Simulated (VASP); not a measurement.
C (a cell with a defect): single point with PBE

C (a cell with a defect):

```
C
1.0
     3.57155    0.00000   -3.57155
     0.00000    3.57155   -3.57155
     3.57155    3.57155    0.00000
C
15
Direct
  0.25000 0.25000 0.25000
  0.25000 0.75000 0.75000
  0.25000 0.75000 0.25000
  0.75000 0.25000 0.75000
  0.75000 0.25000 0.25000
  0.75000 0.75000 0.75000
  0.75000 0.75000 0.25000
  0.12500 0.12500 0.12500
  0.12500 0.12500 0.62500
  0.12500 0.62500 0.12500
  0.15625 0.53125 0.65625
  0.62500 0.12500 0.12500
  0.62500 0.12500 0.62500
  0.62500 0.62500 0.12500
  0.62500 0.62500 0.62500
```

This cell differs from its parent crystal: atoms taken out, atom 11 moved 0.250 of the way to it and +0.000 Å across, host rigid.

- Program: VASP 6.6.1
- Task: single point
- Functional: PBE
- Potentials or basis: VASP PAW PBE potentials, release 64 (C)
- Cutoff: 520 eV
- k mesh: 6 × 6 × 6
- Occupations: gaussian, width 0.05 eV
- Spin: no spin polarisation
- Dipole correction: no
- Further INCAR settings: LREAL = Auto; ALGO = Normal; EDIFF = 1e-07; NBANDS = 43

```
Pressure               : -9.2 GPa
Largest force          : 5.960 eV/Å
Band gap on the k mesh : zero (bands 30 and 31 overlap by 2.43 eV)
```

Forces on the atoms (eV/Å):
```
C   -0.093  0.093 -0.759
C    1.810 -0.318  0.318
C    0.318 -1.810  0.318
C   -0.093  0.759 -0.093
C   -0.759  0.093 -0.093
C    0.318 -0.318  1.810
C   -0.009  0.009 -0.009
C    2.328  2.560  2.328
C   -2.560 -2.328  2.328
C   -0.015  0.015 -0.212
C   -3.441  3.441 -3.441
C    0.095 -0.095  0.095
C    2.328 -2.328 -2.560
C   -0.212  0.015 -0.015
C   -0.015  0.212 -0.015
```

Stress tensor (GPa, compression positive):
```
-9.23  9.08 -9.08
 9.08 -9.23  9.08
-9.08  9.08 -9.23
```

Levels at points of the mesh, in eV from the Fermi level:
```csv
k point,band 28,band 29,band 30,band 31,band 32,band 33
"(0.00, 0.00, 0.00)",-1.56,-1.51,2.16,2.24,2.24,3.98
"(0.50, 0.00, 0.00)",-2.36,-2.23,-2.20,1.58,1.60,4.95
"(0.00, 0.50, 0.00)",-1.84,-1.46,-1.46,0.67,0.67,5.80
"(0.50, 0.50, 0.00)",-3.54,-2.54,-1.90,0.01,1.01,4.16
```

Run time: 9.7 min on 1 thread of Intel Xeon 8259CL (shared host), peak memory 0.26 GiB.

Caveat: the cell differs from its parent crystal (atoms taken out, atom 11 moved 0.250 of the way to it and +0.000 Å across, host rigid).
